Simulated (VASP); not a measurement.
A run of VASP 6.6.1 is set up as follows.

Contents of INCAR:

```
PREC = Accurate
ENCUT = 520
EDIFF = 1E-6
ISMEAR = -1
SIGMA = 0.1
LREAL = Auto
LASPH = T
NELM = 100
ALGO = Normal
ISIF = 2
LWAVE = F
LCHARG = T
GGA = CA
LELF = T
LVHAR = T
NBANDS = 86
```

The input KPOINTS:

```
Automatic mesh
0
Gamma
  2 2 2
```

The input POSCAR:

```
Pb7S8
1.0
    0.0000000000      5.9524036400      5.9524036400
    5.9524036400      0.0000000000      5.9524036400
    5.9524036400      5.9524036400      0.0000000000
Pb S
7 8
Direct
    0.0258541775      0.0048828174      0.0057560781
    0.0085257995     -0.0185760252      0.4999489584
    0.0056548584      0.5035399447     -0.0283814758
    0.4568501507      0.0077152866      0.0097979747
    0.4703851031      0.0490319571      0.4932318400
    0.4737076265      0.5012543135      0.0461403521
    0.7149565549      0.5475645129      0.5496960888
    0.2310382634      0.2364412908      0.2510232992
    0.2480188827      0.2539521161      0.7457475616
    0.2468160913      0.7457284936      0.2560276641
    0.3202889312      0.7235608101      0.7241622478
    0.7887595136      0.2407197305      0.2401935565
    0.7577671598      0.1765905109      0.8057474409
    0.7577098720      0.8056802411      0.1782264887
    0.7406780129      0.7184775695      0.7379841432
```

Potentials or basis: VASP PAW LDA potentials, release 64 (Pb_d, S).

Launch:

```console
$ cat potpaw_LDA.64/Pb_d/POTCAR potpaw_LDA.64/S/POTCAR > POTCAR
$ mpirun -np 1 vasp_std > vasp.out
```

Problem. Estimate the largest force.

Solution. 0.086 eV/Å.

Problem. What does it give for the band gap on the k mesh?

Solution. Zero (bands 73 and 74 overlap by 0.25 eV).

Problem. Predict the pressure.

Solution. -2.9 GPa.

Stress tensor (GPa, compression positive):
```
-3.04 -0.12  0.05
-0.12 -2.89  0.69
 0.05  0.69 -2.79
```

Caveat: the k points lie up to 0.46 Å⁻¹ apart; spin-orbit coupling is left out, which moves the levels of the heavy elements.
